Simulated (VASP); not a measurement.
# SrO (R3m) in VASP: notebook

Runs on SrO. Level: PBE. Tasks: single point.

Program: VASP 6.6.1. These are calculated values, not measurements. Logs are shortened: lines on timing, memory, paths and dates and some standing lists are left out, and cuts for length are marked.

### 1 The cell of the first run

Symmetry: R3m, No. 160, trigonal system. The conventional cell has a = 3.634 Å, b = 3.634 Å, c = 8.902 Å, α = 90.00°, β = 90.00°, γ = 120.00°. Sr (site symmetry 3m) has 6 O at 2.32 to 2.89 Å within 3.1 Å. Within 3.1 Å of O (site symmetry 3m) lie 6 Sr at 2.32 to 2.89 Å.

### 2 Single point, PBE (all Sr atoms moved -0.500 Å, as atom 1 along Cartesian [1 1 1])

File INCAR:

```
ALGO = Normal
EDIFF = 1E-6
ENCUT = 520
GGA = PE
ISIF = 2
ISMEAR = 0
LASPH = True
LCHARG = False
LREAL = False
LWAVE = False
NBANDS = 15
NELM = 60
PREC = Accurate
SIGMA = 0.05
```

File KPOINTS:

```
k-points
0
Gamma
  8 8 8
```

File POSCAR:

```
SrO
1.0
    0.0000000000      2.5698000000      2.5698000000
    2.5698000000      0.0000000000      2.5698000000
    2.5698000000      2.5698000000      0.0000000000
Sr O
1 1
Direct
   -0.0561668485     -0.0561668485     -0.0561668485
    0.5000000000      0.5000000000      0.5000000000
```

Potentials or basis: VASP PAW PBE potentials, release 64 (Sr_sv, O).

The run is started by

```sh
$ cat potpaw_PBE.64/Sr_sv/POTCAR potpaw_PBE.64/O/POTCAR > POTCAR
$ mpirun -np 1 vasp_std > vasp.out
```

OUTCAR:

```text
EDIFF = 1E-6
   ENCUT = 520
   GGA = PE
   ISIF = 2
   ISMEAR = 0
   LASPH = True
   LREAL = False
   NELM = 60
   PREC = Accurate

 ion  position               nearest neighbor table
   1  0.944  0.944  0.944-   2 2.32   2 2.32   2 2.32   2 2.89   2 2.89   2 2.89
   2  0.500  0.500  0.500-   1 2.32   1 2.32   1 2.32   1 2.89   1 2.89   1 2.89

  LATTYP: Found a face centered cubic cell.
 ALAT       =     5.1396000000

  Lattice vectors:

 A1 = (   0.0000000000,   2.5698000000,   2.5698000000)
 A2 = (   2.5698000000,   0.0000000000,   2.5698000000)
 A3 = (   2.5698000000,   2.5698000000,   0.0000000000)

Analysis of symmetry for initial positions (statically):
=====================================================================
 Subroutine PRICEL returns:
 Original cell was already a primitive cell.

 Routine SETGRP: Setting up the symmetry group for a
 face centered cubic supercell.

 Subroutine GETGRP returns: Found  6 space group operations
 (whereof  6 operations were pure point group operations)
 out of a pool of 48 trial point group operations.

The static configuration has the point symmetry C_3v.

Analysis of symmetry for dynamics (positions and initial velocities):
=====================================================================
 Subroutine PRICEL returns:
 Original cell was already a primitive cell.

 Routine SETGRP: Setting up the symmetry group for a
 face centered cubic supercell.

 Subroutine GETGRP returns: Found  6 space group operations
 (whereof  6 operations were pure point group operations)
 out of a pool of 48 trial point group operations.

The dynamic configuration has the point symmetry C_3v.

 Subroutine INISYM returns: Found  6 space group operations
 (whereof  6 operations are pure point group operations),
 and found     1 'primitive' translations

----------------------------------------------------------------------------------------

                                     Primitive cell

  volume of cell :      33.9413

  direct lattice vectors                    reciprocal lattice vectors
     0.000000000  2.569800000  2.569800000    -0.194567671  0.194567671  0.194567671
     2.569800000  0.000000000  2.569800000     0.194567671 -0.194567671  0.194567671
     2.569800000  2.569800000  0.000000000     0.194567671  0.194567671 -0.194567671

  length of vectors
     3.634246013  3.634246013  3.634246013     0.337001091  0.337001091  0.337001091

  position of ions in fractional coordinates (direct lattice)
     0.943833152  0.943833152  0.943833152
     0.500000000  0.500000000  0.500000000

  ion indices of the primitive-cell ions
[... 68 lines left out ...]
   ICHARG =      2    charge: 1-file 2-atom 10-const
   ISPIN  =      1    spin polarized calculation?
   LNONCOLLINEAR =      F non collinear calculations
   LSORBIT =      F    spin-orbit coupling
   LASPH  =      T    aspherical Exc in radial PAW
   ENCUT  =  520.0 eV  38.22 Ry    6.18 a.u.   6.76  6.76  6.76*2*pi/ulx,y,z
   NELM   =     60;   NELMIN=  2; NELMDL= -5     # of ELM steps
   EDIFF  = 0.1E-05   stopping-criterion for ELM
   LREAL  =      F    real-space projection
   EDIFFG = 0.1E-04   stopping-criterion for IOM
   NSW    =      0    number of steps for IOM
   IBRION =     -1    ionic relax: 0-MD 1-quasi-New 2-CG
[... 14 lines left out ...]
     AMIX     =   0.40;   BMIX     =  1.00
     AMIX_MAG =   1.60;   BMIX_MAG =  1.00
  volume/ion in A,a.u.               =      16.97       114.52
  Fermi-wavevector in a.u.,A,eV,Ry     =   1.274106  2.407711 22.086959  1.623346
  Thomas-Fermi vector in A             =   2.406892
   LORBIT       =      0    0 simple, 1 ext, 2 COOP (PROOUT), +10 PAW based schemes
   GGA     = PE    functional components
[... 6 lines left out ...]
 Gauss-broadening in eV      SIGMA  =   0.05
  energy-cutoff  :      520.00
  volume of cell :       33.94
 maximum number of plane-waves:       941
   NGX = 13   NGY = 13   NGZ = 13

 number of electron      15.9999997 magnetization

 Free energy of the ion-electron system (eV)
  ---------------------------------------------------
  ext. energy  EPLUGINS =         0.00000000
  ---------------------------------------------------
  free energy    TOTEN  =       -11.71629406 eV

  energy without entropy =      -11.71629406  energy(sigma->0) =      -11.71629406

 E-fermi :   1.7606     XC(G=0):  -9.9722

 val. band max:        1.4411334644   @ k =   0.5000   0.5000   0.0000
 cond. band min:       5.4489598881   @ k =   0.0000   0.0000   0.0000
 fundamental gap:      4.0078264237
 Fermi energy:         1.7606450111

 k-point     1 :       0.0000    0.0000    0.0000
  band No.  band energies     occupation
      1     -30.5639      2.00000
      2     -13.8684      2.00000
      3     -12.2232      2.00000
      4     -12.2232      2.00000
      5     -11.9059      2.00000
      6       1.1050      2.00000
      7       1.1400      2.00000
      8       1.1400      2.00000
      9       5.4490      0.00000
     10       8.2003      0.00000
     11       8.2003      0.00000
     12       9.0819      0.00000
     13      10.9189      0.00000
     14      10.9189      0.00000
[... 401 lines left out ...]
      2     -14.7930      2.00000
      3     -12.5119      2.00000
      4     -12.2786      2.00000
      5     -11.1612      2.00000
      6      -0.1441      2.00000
      7       0.6344      2.00000
      8       1.2042      2.00000
      9       7.1820      0.00000
     10       8.4084      0.00000
     11       9.0116      0.00000
     12      10.8167      0.00000
     13      12.3120      0.00000
     14      12.8639      0.00000
     15      17.6748      0.00000

 [... further k-points ...]

------------------------ aborting loop because EDIFF is reached ----------------------------------------

  FORCE on cell =-STRESS in cart. coord.  units (eV):
  Direction    XX          YY          ZZ          XY          YZ          ZX
  --------------------------------------------------------------------------------------
  -------------------------------------------------------------------------------------
  Total        2.1743308      2.1743308      2.1743308     -0.4175215     -0.4175215     -0.4175215
  in kB      102.6380111    102.6380111    102.6380111    -19.7088559    -19.7088559    -19.7088559
  external PRESSURE =     102.6380111 kB  Pullay stress =       0.0000000 kB

 VOLUME and BASIS-vectors are now :
 -----------------------------------------------------------------------------
  energy-cutoff  :      520.00
  volume of cell :       33.94
      direct lattice vectors                 reciprocal lattice vectors
     0.000000000  2.569800000  2.569800000    -0.194567671  0.194567671  0.194567671
     2.569800000  0.000000000  2.569800000     0.194567671 -0.194567671  0.194567671
     2.569800000  2.569800000  0.000000000     0.194567671  0.194567671 -0.194567671

 POSITION                                       TOTAL-FORCE (eV/Angst)
 -----------------------------------------------------------------------------------
      4.85092      4.85092      4.85092         0.800378      0.800378      0.800378
      2.56980      2.56980      2.56980        -0.800378     -0.800378     -0.800378
 -----------------------------------------------------------------------------------
    total drift:                                0.000085      0.000085      0.000085

  FREE ENERGIE OF THE ION-ELECTRON SYSTEM (eV)
  ---------------------------------------------------
  free  energy   TOTEN  =       -11.7162940594 eV

  energy  without entropy=      -11.7162940594  energy(sigma->0) =      -11.71629406
```

Wall time 14 s (1 thread of Intel Xeon 6975P-C, shared host); peak memory 0.18 GiB.

What came out:

| Quantity | Value |
| --- | --- |
| Free energy | -11.7163 eV |
| Pressure | 10.3 GPa |
| Largest force | 1.386 eV/Å |
| Band gap on the k mesh | 4.01 eV, indirect (least direct gap 4.31 eV) |

Forces on the atoms (eV/Å):
```
Sr   0.800  0.800  0.800
O   -0.800 -0.800 -0.800
```

Caveat: the cell differs from its parent crystal (all Sr atoms moved -0.500 Å, as atom 1 along Cartesian [1 1 1]); forces of over 1 eV/Å act on the atoms, so gaps and moduli don't describe the material at rest. A k mesh can miss the band edges.

### 3 Single point, PBE (all Sr atoms moved +0.375 Å, as atom 1 along Cartesian [1 1 1])

File INCAR:

```
ALGO = Normal ; EDIFF = 1E-7
ENCUT = 520 ; GGA = PE
ISIF = 2 ; ISMEAR = 0
LASPH = True ; LCHARG = False
LREAL = False ; LWAVE = False
NBANDS = 15 ; NELM = 80
PREC = Accurate ; SIGMA = 0.05
```

KPOINTS is that of step 2.

POSCAR, as its differences from that of step 2:

```diff
@@ -8,3 +8,3 @@
 Direct
-   -0.0561668485     -0.0561668485     -0.0561668485
+    0.0421251364      0.0421251364      0.0421251364
     0.5000000000      0.5000000000      0.5000000000
```

Potentials or basis: VASP PAW PBE potentials, release 64 (Sr_sv, O).

The run is started by

```sh
$ cat potpaw_PBE.64/Sr_sv/POTCAR potpaw_PBE.64/O/POTCAR > POTCAR
$ mpirun -np 1 vasp_std > vasp.out
```

OUTCAR:

```text
EDIFF = 1E-7
   ENCUT = 520
   GGA = PE
   ISIF = 2
   ISMEAR = 0
   LASPH = True
   LREAL = False
   NELM = 80
   PREC = Accurate

 ion  position               nearest neighbor table
   1  0.042  0.042  0.042-   2 2.37   2 2.37   2 2.37   2 2.80   2 2.80   2 2.80
   2  0.500  0.500  0.500-   1 2.37   1 2.37   1 2.37   1 2.80   1 2.80   1 2.80

  LATTYP: Found a face centered cubic cell.
 ALAT       =     5.1396000000

  Lattice vectors:

 A1 = (   0.0000000000,   2.5698000000,   2.5698000000)
 A2 = (   2.5698000000,   0.0000000000,   2.5698000000)
 A3 = (   2.5698000000,   2.5698000000,   0.0000000000)

Analysis of symmetry for initial positions (statically):
=====================================================================
 Subroutine PRICEL returns:
 Original cell was already a primitive cell.

 Routine SETGRP: Setting up the symmetry group for a
 face centered cubic supercell.

 Subroutine GETGRP returns: Found  6 space group operations
 (whereof  6 operations were pure point group operations)
 out of a pool of 48 trial point group operations.

The static configuration has the point symmetry C_3v.

Analysis of symmetry for dynamics (positions and initial velocities):
=====================================================================
 Subroutine PRICEL returns:
 Original cell was already a primitive cell.

 Routine SETGRP: Setting up the symmetry group for a
 face centered cubic supercell.

 Subroutine GETGRP returns: Found  6 space group operations
 (whereof  6 operations were pure point group operations)
 out of a pool of 48 trial point group operations.

The dynamic configuration has the point symmetry C_3v.

 Subroutine INISYM returns: Found  6 space group operations
 (whereof  6 operations are pure point group operations),
 and found     1 'primitive' translations

----------------------------------------------------------------------------------------

                                     Primitive cell

  volume of cell :      33.9413

  direct lattice vectors                    reciprocal lattice vectors
     0.000000000  2.569800000  2.569800000    -0.194567671  0.194567671  0.194567671
[... 119 lines left out ...]
  energy-cutoff  :      520.00
  volume of cell :       33.94
 maximum number of plane-waves:       941
   NGX = 13   NGY = 13   NGZ = 13

 number of electron      15.9999997 magnetization

 Free energy of the ion-electron system (eV)
  ---------------------------------------------------
  ext. energy  EPLUGINS =         0.00000000
  ---------------------------------------------------
  free energy    TOTEN  =       -11.86481936 eV

  energy without entropy =      -11.86481936  energy(sigma->0) =      -11.86481936

 E-fermi :   1.7441     XC(G=0):  -9.9978

 val. band max:        1.4824636182   @ k =   0.5000   0.5000   0.0000
 cond. band min:       5.5466523675   @ k =   0.0000   0.0000   0.0000
 fundamental gap:      4.0641887493
 Fermi energy:         1.7441185288

 k-point     1 :       0.0000    0.0000    0.0000
  band No.  band energies     occupation
      1     -30.6249      2.00000
      2     -13.7362      2.00000
      3     -12.2728      2.00000
      4     -12.2728      2.00000
      5     -12.0402      2.00000
      6       1.2934      2.00000
      7       1.3427      2.00000
      8       1.3427      2.00000
      9       5.5467      0.00000
     10       8.0762      0.00000
     11       8.0762      0.00000
     12       8.6319      0.00000
     13      10.5438      0.00000
     14      10.5438      0.00000
[... 401 lines left out ...]
      2     -14.6852      2.00000
      3     -12.5313      2.00000
      4     -12.3183      2.00000
      5     -11.2801      2.00000
      6      -0.0688      2.00000
      7       0.6688      2.00000
      8       1.2225      2.00000
      9       7.2995      0.00000
     10       8.4029      0.00000
     11       9.0952      0.00000
     12      10.5254      0.00000
     13      12.1751      0.00000
     14      12.6404      0.00000
     15      17.7474      0.00000

 [... further k-points ...]

------------------------ aborting loop because EDIFF is reached ----------------------------------------

  FORCE on cell =-STRESS in cart. coord.  units (eV):
  Direction    XX          YY          ZZ          XY          YZ          ZX
  --------------------------------------------------------------------------------------
  -------------------------------------------------------------------------------------
  Total        1.5501749      1.5501749      1.5501749     -0.2055502     -0.2055502     -0.2055502
  in kB       73.1750962     73.1750962     73.1750962     -9.7028764     -9.7028764     -9.7028764
  external PRESSURE =      73.1750962 kB  Pullay stress =       0.0000000 kB

 VOLUME and BASIS-vectors are now :
 -----------------------------------------------------------------------------
  energy-cutoff  :      520.00
  volume of cell :       33.94
      direct lattice vectors                 reciprocal lattice vectors
     0.000000000  2.569800000  2.569800000    -0.194567671  0.194567671  0.194567671
     2.569800000  0.000000000  2.569800000     0.194567671 -0.194567671  0.194567671
     2.569800000  2.569800000  0.000000000     0.194567671  0.194567671 -0.194567671

 POSITION                                       TOTAL-FORCE (eV/Angst)
 -----------------------------------------------------------------------------------
      0.21651      0.21651      0.21651        -0.572466     -0.572466     -0.572466
      2.56980      2.56980      2.56980         0.572466      0.572466      0.572466
 -----------------------------------------------------------------------------------
    total drift:                               -0.000041     -0.000041     -0.000041

  FREE ENERGIE OF THE ION-ELECTRON SYSTEM (eV)
  ---------------------------------------------------
  free  energy   TOTEN  =       -11.8648193595 eV

  energy  without entropy=      -11.8648193595  energy(sigma->0) =      -11.86481936
```

OSZICAR:

```text
N       E                     dE             d eps       ncg     rms          rms(c)
DAV:   1     0.656122642434E+02    0.65612E+02   -0.78872E+03  1950   0.100E+03
DAV:   2    -0.105550034397E+02   -0.76167E+02   -0.70485E+02  2657   0.217E+02
DAV:   3    -0.141259732435E+02   -0.35710E+01   -0.35575E+01  2862   0.415E+01
DAV:   4    -0.141826471828E+02   -0.56674E-01   -0.56665E-01  2365   0.474E+00
DAV:   5    -0.141835448063E+02   -0.89762E-03   -0.89762E-03  2577   0.417E-01    0.193E+01
DAV:   6    -0.120100528503E+02    0.21735E+01   -0.71303E+00  1978   0.208E+01    0.209E+01
DAV:   7    -0.118701224977E+02    0.13993E+00   -0.33721E-01  2230   0.528E+00    0.118E+01
DAV:   8    -0.118617900826E+02    0.83324E-02   -0.11523E-01  2538   0.333E+00    0.814E-01
DAV:   9    -0.118640367707E+02   -0.22467E-02   -0.55582E-03  2798   0.514E-01    0.244E-01
DAV:  10    -0.118646811930E+02   -0.64442E-03   -0.54390E-04  2125   0.198E-01    0.554E-02
DAV:  11    -0.118647975327E+02   -0.11634E-03   -0.98548E-05  2300   0.740E-02    0.329E-02
DAV:  12    -0.118648200714E+02   -0.22539E-04   -0.27133E-05  2076   0.395E-02    0.136E-02
DAV:  13    -0.118648194838E+02    0.58751E-06   -0.95923E-07  2440   0.965E-03    0.505E-03
DAV:  14    -0.118648193724E+02    0.11141E-06   -0.22373E-07  2236   0.400E-03    0.820E-04
DAV:  15    -0.118648193595E+02    0.12947E-07   -0.18237E-08  1220   0.126E-03
   1 F= -.11864819E+02 E0= -.11864819E+02  d E =-.211331E-15
```

stdout:

```text
POSCAR found type information on POSCAR SrO
 POSCAR found :  2 types and       2 ions
 scaLAPACK will be used
 LDA part: xc-table for (Slater+PW92), standard interpolation
 POSCAR, INCAR and KPOINTS ok, starting setup
 FFT: planning ... GRIDC
 FFT: planning ... GRID_SOFT
 FFT: planning ... GRID
 WAVECAR not read
 entering main loop
```

It took 17 s on 1 thread of Intel Xeon 6975P-C, shared host; peak memory 0.18 GiB.

Results:

| Property | Result |
| --- | --- |
| Free energy | -11.8648 eV |
| Pressure | 7.3 GPa |
| Largest force | 0.992 eV/Å |
| Band gap on the k mesh | 4.06 eV, indirect (least direct gap 4.14 eV) |

Forces in eV/Å, atoms in the order of the input:
```
Sr  -0.572 -0.572 -0.572
O    0.572  0.572  0.572
```

Stress tensor (GPa, compression positive):
```
 7.32 -0.97 -0.97
-0.97  7.32 -0.97
-0.97 -0.97  7.32
```

Levels at points of the mesh, in eV from the valence-band top:
| k point | band 6 | band 7 | band 8 | band 9 | band 10 | band 11 |
| --- | --- | --- | --- | --- | --- | --- |
| (0.00, 0.00, 0.00) | -0.19 | -0.14 | -0.14 | 4.06 | 6.59 | 6.59 |
| (0.50, 0.00, 0.00) | -1.96 | -0.92 | -0.77 | 6.42 | 7.89 | 8.72 |
| (0.50, 0.50, 0.50) | -1.98 | -1.13 | -1.13 | 6.70 | 9.10 | 9.36 |
| (0.50, 0.50, 0.00) | -0.40 | -0.24 | 0.00 | 4.14 | 7.64 | 10.19 |

Caveat: the cell differs from its parent crystal (all Sr atoms moved +0.375 Å, as atom 1 along Cartesian [1 1 1]).

### 4 Single point, PBE (all Sr atoms moved -0.250 Å, as atom 1 along Cartesian [1 1 1])

File INCAR:

```
ALGO     = Normal         # electronic algorithm
EDIFF    = 1E-7           # SCF threshold, eV
ENCUT    = 520            # plane-wave cutoff, eV
GGA      = PE             # functional
ISIF     = 2              # what is computed and relaxed
ISMEAR   = 0              # smearing method
LASPH    = True           # aspherical terms in the spheres
LCHARG   = True           # write CHGCAR
LELF     = True           # ELF
LREAL    = False          # projectors in reciprocal space
LVHAR    = True         
LWAVE    = False          # write WAVECAR
NBANDS   = 15             # bands
NELM     = 60             # most SCF steps
PREC     = Accurate       # precision mode
SIGMA    = 0.05           # smearing width, eV
```

KPOINTS is that of step 3.

POSCAR, as its differences from that of step 3:

```diff
@@ -8,3 +8,3 @@
 Direct
-    0.0421251364      0.0421251364      0.0421251364
+   -0.0280834243     -0.0280834243     -0.0280834243
     0.5000000000      0.5000000000      0.5000000000
```

The run is started by

```sh
$ cat potpaw_PBE.64/Sr_sv/POTCAR potpaw_PBE.64/O/POTCAR > POTCAR
$ mpirun -np 1 vasp_std > vasp.out
```

Run time: 20 s. Hardware: 1 thread of Intel Xeon 6975P-C, shared host; peak memory 0.18 GiB.

The run converged. Its results:

* Free energy: -11.9653 eV
* Pressure: 5.2 GPa
* Largest force: 0.622 eV/Å
* Band gap on the k mesh: 3.73 eV, direct

Forces in eV/Å, atoms in the order of the input:
```
Sr   0.359  0.359  0.359
O   -0.359 -0.359 -0.359
```

Stress tensor (GPa, compression positive):
```
 5.19 -0.38 -0.38
-0.38  5.19 -0.38
-0.38 -0.38  5.19
```

Levels at points of the mesh, in eV from the valence-band top:
| k point | band 4 | band 5 | band 6 | band 7 | band 8 | band 9 | band 10 | band 11 | band 12 | band 13 |
| --- | --- | --- | --- | --- | --- | --- | --- | --- | --- | --- |
| (0.00, 0.00, 0.00) | -13.84 | -13.71 | -0.05 | -0.02 | -0.02 | 4.08 | 6.44 | 6.44 | 6.71 | 8.74 |
| (0.50, 0.00, 0.00) | -13.94 | -12.61 | -2.02 | -0.99 | -0.92 | 6.58 | 8.11 | 8.85 | 9.38 | 11.95 |
| (0.50, 0.50, 0.50) | -13.93 | -12.75 | -2.03 | -1.08 | -1.08 | 6.67 | 8.82 | 9.14 | 9.14 | 12.03 |
| (0.50, 0.50, 0.00) | -14.22 | -13.89 | -0.29 | -0.19 | 0.00 | 3.73 | 7.77 | 10.36 | 10.42 | 11.27 |

Caveat: the cell differs from its parent crystal (all Sr atoms moved -0.250 Å, as atom 1 along Cartesian [1 1 1]).

[end of part 1 of 2]
